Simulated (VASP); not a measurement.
A run of VASP 6.6.1:

The input INCAR:

```
PREC = Accurate
ENCUT = 520
EDIFF = 1E-7
ISMEAR = 0
SIGMA = 0.15
LREAL = False
LASPH = True
NELM = 100
ALGO = Fast
ISIF = 2
LWAVE = False
LCHARG = False
GGA = PS
NBANDS = 28
```

The input KPOINTS:

```
Automatic mesh
0
Gamma
  18 18 6
```

POSCAR

```
Ti3Al
1.0
    2.7958493943      0.0000000000      0.0000000000
   -1.3979246971      2.4212766006      0.0000000000
    0.0000000000      0.0000000000     10.5850858066
Ti Al
3 1
Direct
    0.6666666667      0.3333333333      0.0000000000
    0.3333333333      0.6666666667      0.7511732072
    0.3333333333      0.6666666667      0.2488267928
    0.6666666667      0.3333333333      0.5000000000
```

Potentials or basis: VASP PAW PBE potentials, release 64 (Ti_sv, Al).

Launch:

```console
$ cat potpaw_PBE.64/Ti_sv/POTCAR potpaw_PBE.64/Al/POTCAR > POTCAR
$ mpirun -np 1 vasp_std > vasp.out
```

Hardware: 1 thread of Intel(R) Xeon(R) Platinum 8375C CPU @ 2.90GHz (Ice Lake), with other jobs on the host.

Q: Estimate the wall time of this run.

A: Run time: 15 min on 1 thread of Intel(R) Xeon(R) Platinum 8375C CPU @ 2.90GHz (Ice Lake) (shared host), peak memory 0.38 GiB. Counts: scf iterations 52, k points 148.
